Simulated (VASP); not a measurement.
# Si (Cmcm) in VASP: notebook, part 2 of 2

VASP 6.6.1. The steps go on from the part before.

### 4 Single point, r2SCAN (strain -0.0750 x Voigt [0, 1, 0, 0, 0, 0])

The input, POSCAR:

```
Si
1.0
    3.8313174605      0.0000000000      0.0000000000
   -1.9156587303      3.0691668820      0.0000000000
    0.0000000000      0.0000000000      6.3326220002
Si
4
Direct
    0.3333333333      0.6666666667      0.0630095000
    0.6666666667      0.3333333333      0.5630095000
    0.3333333333      0.6666666667      0.4369905000
    0.6666666667      0.3333333333      0.9369905000
```

The input, INCAR.step1:

```
PREC     = Accurate       # precision mode
ENCUT    = 520            # plane-wave cutoff, eV
ISMEAR   = 0              # smearing method
SIGMA    = 0.05           # smearing width, eV
LREAL    = F              # projectors in reciprocal space
LASPH    = T              # aspherical terms in the spheres
NELM     = 80             # most SCF steps
NBANDS   = 16             # bands
GGA      = PE             # functional
ALGO     = Normal         # electronic algorithm
EDIFF    = 1E-4           # SCF threshold, eV
LWAVE    = T              # write WAVECAR
LCHARG   = F              # write CHGCAR
```

The input, INCAR.step2:

```
PREC     = Accurate       # precision mode
ENCUT    = 520            # plane-wave cutoff, eV
EDIFF    = 1E-7           # SCF threshold, eV
ISMEAR   = 0              # smearing method
SIGMA    = 0.05           # smearing width, eV
LREAL    = F              # projectors in reciprocal space
LASPH    = T              # aspherical terms in the spheres
NELM     = 80             # most SCF steps
ALGO     = Normal         # electronic algorithm
ISIF     = 2              # what is computed and relaxed
LWAVE    = F              # write WAVECAR
LCHARG   = T              # write CHGCAR
METAGGA  = R2SCAN         # meta-GGA
LMIXTAU  = T            
LELF     = T              # ELF
LVHAR    = T            
NBANDS   = 16             # bands
ISTART   = 1
```

The input, KPOINTS:

```
Automatic mesh
0
Gamma
  12 12 6
```

Potentials or basis: VASP PAW PBE potentials, release 64 (Si).

Started as:

```bash
cat potpaw_PBE.64/Si/POTCAR > POTCAR
cp INCAR.step1 INCAR
mpirun -np 1 vasp_std > vasp.out
cp INCAR.step2 INCAR
mpirun -np 1 vasp_std > vasp.out
```

OUTCAR:

```text
PREC = Accurate
   ENCUT = 520
   EDIFF = 1E-7
   ISMEAR = 0
   LREAL = F
   LASPH = T
   NELM = 80
   ISIF = 2
   METAGGA = R2SCAN
   ISTART = 1

 ion  position               nearest neighbor table
   1  0.333  0.667  0.063-   4 2.20   4 2.31   4 2.31   3 2.37
   2  0.667  0.333  0.563-   3 2.20   3 2.31   3 2.31   4 2.37
   3  0.333  0.667  0.437-   2 2.20   2 2.31   2 2.31   1 2.37
   4  0.667  0.333  0.937-   1 2.20   1 2.31   1 2.31   2 2.37

  Warning from LATTYP: Monoclinic adjustment (A1->A3, A2->A1, A3->A2)!
  LATTYP: Found a base centered orthorhombic cell.
 ALAT       =     3.8313174605
 B/A-ratio  =     1.6021469970
 C/A-ratio  =     1.6528575524

  Lattice vectors:

 A1 = (   1.9156587303,  -3.0691668820,   0.0000000000)
 A2 = (   1.9156587302,   3.0691668820,   0.0000000000)
 A3 = (   0.0000000000,   0.0000000000,   6.3326220002)

Analysis of symmetry for initial positions (statically):
=====================================================================
 Subroutine PRICEL returns:
 Original cell was already a primitive cell.

 Routine SETGRP: Setting up the symmetry group for a
 base centered orthorhombic supercell.

 Subroutine GETGRP returns: Found  8 space group operations
 (whereof  4 operations were pure point group operations)
 out of a pool of  8 trial point group operations.

The static configuration has the point symmetry C_2h.
 The point group associated with its full space group is D_2h.

Analysis of symmetry for dynamics (positions and initial velocities):
=====================================================================
 Subroutine PRICEL returns:
 Original cell was already a primitive cell.

 Routine SETGRP: Setting up the symmetry group for a
 base centered orthorhombic supercell.

 Subroutine GETGRP returns: Found  8 space group operations
 (whereof  4 operations were pure point group operations)
 out of a pool of  8 trial point group operations.

The dynamic configuration has the point symmetry C_2h.
 The point group associated with its full space group is D_2h.

 Subroutine INISYM returns: Found  8 space group operations
 (whereof  4 operations are pure point group operations),
 and found     1 'primitive' translations

----------------------------------------------------------------------------------------

                                     Primitive cell

  volume of cell :      74.4650

  direct lattice vectors                    reciprocal lattice vectors
     3.831317461  0.000000000  0.000000000     0.261006823  0.162910659  0.000000000
    -1.915658730  3.069166882  0.000000000     0.000000000  0.325821318  0.000000000
     0.000000000  0.000000000  6.332622000     0.000000000  0.000000000  0.157912473

  length of vectors
     3.831317461  3.617946064  6.332622000     0.307675876  0.325821318  0.157912473

  position of ions in fractional coordinates (direct lattice)
     0.333333333  0.666666667  0.063009500
     0.666666667  0.333333333  0.563009500
     0.333333333  0.666666667  0.436990500
     0.666666667  0.333333333  0.936990500

  ion indices of the primitive-cell ions
   primitive index   ion index
                 1           1
                 2           2
                 3           3
                 4           4

[... 29 lines left out ...]
  0.083333 -0.000000  0.000000      4.000000
  0.166667  0.000000  0.000000      4.000000
  0.250000  0.000000  0.000000      4.000000
  0.333333 -0.000000  0.000000      4.000000
  0.416667  0.000000  0.000000      4.000000
[... 16 lines left out ...]
  0.333333  0.166667  0.000000      4.000000
  0.416667  0.166667  0.000000      4.000000
 [... further k-points ...]
   k-points           NKPTS =    172   k-points in BZ     NKDIM =    172   number of bands    NBANDS=     16
   number of dos      NEDOS =    301   number of ions     NIONS =      4
   total plane-waves  NPLWV =  37632
   dimension x,y,z NGX =    28 NGY =   28 NGZ =   48
   dimension x,y,z NGXF=    56 NGYF=   56 NGZF=   96
   ions per type =               4
   NGX,Y,Z   is equivalent  to a cutoff of  12.15, 12.87, 12.60 a.u.
   NGXF,Y,Z  is equivalent  to a cutoff of  24.30, 25.73, 25.20 a.u.
 SYSTEM =  unknown system
   PREC   = accura    normal or accurate (medium, high low for compatibility)
   ISTART =      1    job   : 0-new  1-cont  2-samecut
   ICHARG =      0    charge: 1-file 2-atom 10-const
   ISPIN  =      1    spin polarized calculation?
   LNONCOLLINEAR =      F non collinear calculations
   LSORBIT =      F    spin-orbit coupling
   LASPH  =      T    aspherical Exc in radial PAW
   ENCUT  =  520.0 eV  38.22 Ry    6.18 a.u.   7.12  6.73 11.77*2*pi/ulx,y,z
   NELM   =     80;   NELMIN=  2; NELMDL=  0     # of ELM steps
   EDIFF  = 0.1E-06   stopping-criterion for ELM
   LREAL  =      F    real-space projection
   EDIFFG = 0.1E-05   stopping-criterion for IOM
   NSW    =      0    number of steps for IOM
   IBRION =     -1    ionic relax: 0-MD 1-quasi-New 2-CG
   NFREE  =      0    steps in history (QN), initial steepest desc. (CG)
   ISIF   =      2    stress and relaxation
   ISYM   =      2    0-nonsym 1-usesym 2-fastsym
   POTIM  = 0.5000    time-step for ionic-motion
   TEBEG  =    0.0;   TEEND  =   0.0 temperature during run
   PSTRESS=    0.0 pullay stress
   NELECT =      16.0000    total number of electrons
   NUPDOWN=      -1.0000    fix difference up-down
   EMIN   =  10.00;   EMAX   =-10.00  energy-range for DOS
   EFERMI =   0.00;   METHOD = LEGACY
   ISMEAR =     0;   SIGMA  =   0.05  broadening in eV -4-tet -1-fermi 0-gaus
   EFERMI_NEDOS =   21; number of points for ismear=-14 and -15
   IALGO  =     38    algorithm
   IMIX   =      4    mixing-type and parameters
     AMIX     =   0.40;   BMIX     =  1.00
     AMIX_MAG =   1.60;   BMIX_MAG =  1.00
  volume/ion in A,a.u.               =      18.62       125.63
  Fermi-wavevector in a.u.,A,eV,Ry     =   0.980537  1.852947 13.081366  0.961453
  Thomas-Fermi vector in A             =   2.111475
   LORBIT       =      0    0 simple, 1 ext, 2 COOP (PROOUT), +10 PAW based schemes
   METAGGA = R2SCAN    functional components
   LHFCALC =     F    Hartree Fock is set to
   AEXX    =    0.0000 exact exchange contribution
   IVDW    =     0    specifies the selected vdW correction
   LEPSILON=     F    determine dielectric tensor
   LRPA    =     F    only Hartree local field effects (RPA)
 non-spin polarized calculation
 Gauss-broadening in eV      SIGMA  =   0.05
  energy-cutoff  :      520.00
  volume of cell :       74.47
 maximum number of plane-waves:      2023
   NGX = 15   NGY = 13   NGZ = 23

 number of electron      16.0000000 magnetization

 Free energy of the ion-electron system (eV)
  ---------------------------------------------------
  ext. energy  EPLUGINS =         0.00000000
  ---------------------------------------------------
  free energy    TOTEN  =       -34.66772598 eV

  energy without entropy =      -34.66767272  energy(sigma->0) =      -34.66769935

 E-fermi :   6.8987     XC(G=0): -10.1479

 val. band max:        6.8550821828   @ k =   0.0000   0.5000   0.0000
 cond. band min:       6.9522195462   @ k =   0.0000   0.5000   0.1667
 fundamental gap:      0.0971373634
 Fermi energy:         6.8987485060

 k-point     1 :       0.0000    0.0000    0.0000
  band No.  band energies     occupation
      1      -6.5851      2.00000
      2      -4.2604      2.00000
      3      -1.1175      2.00000
      4       5.1380      2.00000
      5       5.4627      2.00000
      6       6.3085      2.00000
[... 433 lines left out ...]
      3      -1.4863      2.00000
      4       0.3082      2.00000
      5       1.5936      2.00000
      6       2.4933      2.00000
[... 8 lines left out ...]
     15      13.3677      0.00000
     16      14.5899      0.00000

 [... further k-points ...]

------------------------ aborting loop because EDIFF is reached ----------------------------------------

  FORCE on cell =-STRESS in cart. coord.  units (eV):
  Direction    XX          YY          ZZ          XY          YZ          ZX
  --------------------------------------------------------------------------------------
  -------------------------------------------------------------------------------------
  Total        1.8530375     10.3177860      1.0210410     -0.0000000      0.0000000      0.0000000
  in kB       39.8696649    221.9958683     21.9685591     -0.0000000      0.0000000      0.0000000
  external PRESSURE =      94.6113641 kB  Pullay stress =       0.0000000 kB

 VOLUME and BASIS-vectors are now :
 -----------------------------------------------------------------------------
  energy-cutoff  :      520.00
  volume of cell :       74.47
      direct lattice vectors                 reciprocal lattice vectors
     3.831317461  0.000000000  0.000000000     0.261006823  0.162910659  0.000000000
    -1.915658730  3.069166882  0.000000000     0.000000000  0.325821318  0.000000000
     0.000000000  0.000000000  6.332622000     0.000000000  0.000000000  0.157912473

 POSITION                                       TOTAL-FORCE (eV/Angst)
 -----------------------------------------------------------------------------------
     -0.00000      2.04611      0.39902         0.000000     -1.032151      0.610157
      1.91566      1.02306      3.56533        -0.000000      1.032151      0.610157
     -0.00000      2.04611      2.76730         0.000000     -1.032151     -0.610157
      1.91566      1.02306      5.93361        -0.000000      1.032151     -0.610157
 -----------------------------------------------------------------------------------
    total drift:                               -0.000000      0.000000     -0.000000

  FREE ENERGIE OF THE ION-ELECTRON SYSTEM (eV)
  ---------------------------------------------------
  free  energy   TOTEN  =       -34.6677259784 eV

  energy  without entropy=      -34.6676727158  energy(sigma->0) =      -34.66769935
```

Wall time 9.8 min (1 thread of Intel Xeon 6975P-C (Granite Rapids), shared host); peak memory 0.29 GiB.

What came out:

```
Free energy            : -34.6677 eV
Pressure               : 9.5 GPa
Largest force          : 1.199 eV/Å
Band gap on the k mesh : zero (bands 8 and 9 overlap by 0.13 eV)
```

Forces in eV/Å, atoms in the order of the input:
```
Si   0.000 -1.032  0.610
Si   0.000  1.032  0.610
Si   0.000 -1.032 -0.610
Si   0.000  1.032 -0.610
```

Stress tensor (GPa, compression positive):
```
 3.99  0.00  0.00
 0.00 22.20  0.00
 0.00  0.00  2.20
```

Levels at points of the mesh, in eV from the Fermi level:
```tsv
k point	band 6	band 7	band 8	band 9	band 10	band 11
(0.00, 0.00, 0.00)	-0.59	-0.21	0.09	1.58	1.83	1.84
(0.50, 0.00, 0.00)	-3.51	-3.02	-1.49	0.87	2.95	2.98
(0.00, 0.50, 0.00)	-3.94	-3.44	-2.29	-0.04	1.92	2.87
(0.00, 0.00, 0.50)	-1.15	-0.81	-0.81	2.33	2.33	2.76
(0.50, 0.00, 0.50)	-3.05	-2.43	-2.43	1.13	1.13	1.71
(0.00, 0.50, 0.50)	-3.29	-2.84	-2.84	0.54	0.54	1.54
```

Caveat: the cell differs from its parent crystal (strain -0.0750 x Voigt [0, 1, 0, 0, 0, 0]); the stress differs along the axes, from 2 to 22 GPa; semilocal functionals underestimate gaps, and a narrow one can read as zero; the PAW data sets were made with another functional, which shifts forces and pressure a little.

### 5 Overview

| cell | gap on the mesh (eV) | pressure (GPa) | largest force (eV/Å) |
| --- | --- | --- | --- |
| a = 3.831, b = 3.409, c = 6.333 Å, angles 90.0, 90.0, 124.2°, 4 atoms | none | 25.0 | 3.81 |
| a = 3.831, b = 3.513, c = 6.333 Å, angles 90.0, 90.0, 123.0°, 4 atoms | none | 16.3 | 2.29 |
| a = 3.831, b = 3.618, c = 6.333 Å, angles 90.0, 90.0, 122.0°, 4 atoms | none | 9.5 | 1.20 |

Alike in all rows: task single point; level r2SCAN; potentials or basis VASP PAW PBE potentials, release 64 (Si); no spin polarisation; k mesh 12 × 12 × 6; cutoff (eV) 520; smearing gaussian 0.05 eV.

Caveats: the PAW data sets were made with another functional, which shifts forces and pressure a little; semilocal functionals underestimate gaps, and a narrow one can read as zero (at least some runs); the stress differs along the axes, from 6 to 58 GPa (at least some runs); the stress differs along the axes, from 4 to 38 GPa (at least some runs); the stress differs along the axes, from 2 to 22 GPa (at least some runs).

Total energies depend on the potentials used, so only differences within one code and one set of settings carry meaning.

The gap in the log of VASP goes by the Fermi energy; the results here count the filled bands.